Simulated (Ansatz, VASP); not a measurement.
# MgO: VASP beside Ansatz

The input POSCAR:

```
MgO
1.0
    0.0000000000      2.1377436300      2.1377436300
    2.1377436300      0.0000000000      2.1377436300
    2.1377436300      2.1377436300      0.0000000000
Mg O
1 1
Direct
    0.0000000000      0.0000000000      0.0000000000
    0.5000000000      0.5000000000      0.5000000000
```

INCAR.step1

```
SYSTEM = MgO
PREC = Accurate ; ENCUT = 750
ISMEAR = -1 ; SIGMA = 0.0493
LREAL = .False. ; LASPH = .True.
NELM = 120 ; NBANDS = 15
GGA = PE ; ALGO = Normal
EDIFF = 1E-5 ; LWAVE = .True.
LCHARG = .False. ; GGA_COMPAT = .False.
```

File INCAR.step2:

```
SYSTEM = MgO
PREC = Accurate ; ENCUT = 750
EDIFF = 1E-6 ; ISMEAR = -1
SIGMA = 0.0493 ; LREAL = .False.
LASPH = .True. ; NELM = 120
ALGO = Normal ; ISIF = 2
LWAVE = .False. ; LCHARG = .False.
METAGGA = R2SCAN ; LMIXTAU = .True.
NBANDS = 15 ; ISTART = 1
GGA_COMPAT = .False.
```

File KPOINTS:

```
regular mesh
0
Gamma
  10 10 10
  0 0 0
```

Input for Ansatz:

```yaml
crystal:
  lattice:
    - [0.0, 2.13774363, 2.13774363]
    - [2.13774363, 0.0, 2.13774363]
    - [2.13774363, 2.13774363, 0.0]
  atoms:
    - { symbol: Mg, position: [0.0, 0.0, 0.0] }
    - { symbol: O, position: [0.5, 0.5, 0.5] }
  symmetry: { tolerance: 0.0003 }
kpoints:
  mp_grid: { grid: [10, 10, 10], shift: [0, 0, 0] }
  band_path:
    path:
      - [0.0, 0.0, 0.0]
      - [0.5, 0.0, 0.5]
      - [0.625, 0.25, 0.625]
      - [0.375, 0.375, 0.75]
      - [0.0, 0.0, 0.0]
      - [0.5, 0.5, 0.5]
      - [0.5, 0.25, 0.75]
      - [0.5, 0.0, 0.5]
    npoints: 8
magnetization:
  spin_polarized: false
scf:
  occupations: { method: fermi_dirac, width: 0.0493 }
  lower_state_search: "off"
  max_iter: 200
hamiltonian:
  pseudopotentials: { kind: paw }
  xc: r2scan
basis:
  ecutwfc: 500
  fft_grid_basis: typed
output:
  forces: true
  stress: true
  eigenvalues: true
  bader: true
  populations: true
  elf: true
  write_potential: true
  volumetric_format: npy
  dos:
    e_range: [-12, 8]
    de: 0.05
    projected: { site_lists: { Mg: [Mg], O: [O] } }
checkpoint:
  read: saved_state
```

Alike in both runs: task single point; functional r2SCAN; k mesh 10 × 10 × 10; occupations fermi-dirac, width 0.0493 eV; no spin polarisation.

|  | VASP | Ansatz |
| --- | --- | --- |
| version | VASP 6.6.1 | Ansatz 0.2.0 |
| potentials or method | VASP PAW PBE potentials, release 64 (Mg_sv, O), cutoff 750 eV | PAW plane waves |
| valence electrons in the cell | 16 | 16 |

```tsv
	VASP	Ansatz	Ansatz less VASP
gap on the k mesh at the Fermi level (eV)	5.21	5.19	-0.022
pressure (GPa)	-7.6	-7.6	-0.01
```

VASP's potentials were made for PBE, not for r2SCAN.
